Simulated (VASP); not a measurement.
Mo: single point with PBE

Mo:

```
CELL_PARAMETERS angstrom
-1.55752 1.55752 1.55752
1.55752 -1.55752 1.55752
1.55752 1.55752 -1.55752
ATOMIC_POSITIONS crystal
Mo 0.00000 0.00000 0.00000
```

```
Program                : VASP 6.6.1
Task                   : single point
Functional             : PBE
Potentials or basis    : VASP PAW PBE potentials, release 64 (Mo_sv)
Cutoff                 : 500 eV
k mesh                 : 13 × 13 × 13
Occupations            : gaussian, width 0.05 eV
Spin                   : no spin polarisation
Dipole correction      : no
Further INCAR settings : ALGO = Normal; EDIFF = 1e-06; NBANDS = 13
```

```json
{
  "Pressure": "12.6 GPa",
  "Band gap on the k mesh": "zero (band 7 reaches 16.92 eV, above the bottom of band 8 at 11.72 eV)"
}
```

Levels at points of the mesh, in eV from the Fermi level:
```tsv
k point	band 3	band 4	band 5	band 6	band 7	band 8	band 9	band 10	band 11	band 12
(0.00, 0.00, 0.00)	-34.62	-34.62	-7.50	-1.58	-1.58	-1.58	1.57	1.57	14.73	14.73
```

Run time: 8.2 s on 1 thread of Intel(R) Xeon(R) Platinum 8375C CPU @ 2.90GHz (Ice Lake), with other jobs on the host, peak memory 0.13 GiB.
